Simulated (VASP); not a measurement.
MgO:

```
Mg O
1.0
     3.37266    0.00000    0.00000
    -1.68633    2.92081    0.00000
     0.00000    0.00000    5.08061
Mg O
2 2
Direct
  0.66667 0.33333 0.50216
  0.33333 0.66667 0.00216
  0.66667 0.33333 0.90244
  0.33333 0.66667 0.40244
```

Base run:

| Property | Result |
| --- | --- |
| Program | VASP 6.6.1 |
| Functional | PBEsol |
| Potentials or basis | VASP PAW PBE potentials, release 64 (Mg, O) |
| Cutoff | 520 eV |
| k mesh | 9 × 9 × 6 |
| Occupations | fermi-dirac, width 0.05 eV |
| Spin | no spin polarisation |

Its results: band gap on the k mesh 3.04 eV, direct; pressure -6.3 GPa; largest force 0.061 eV/Å.

Problem. The run is repeated on the same cell with these changes: functional from PBEsol to r2SCAN; further incar settings from ALGO = Normal; EDIFF = 1e-07; NBANDS = 16 to ALGO = Normal; EDIFF = 1e-06; NBANDS = 16. What comes out?

Solution. Band gap on the k mesh 3.80 eV, direct; pressure -7.6 GPa; largest force 0.082 eV/Å.

Caveats: the PAW data sets were made with another functional, which shifts forces and pressure a little.

A k mesh can miss the band edges.
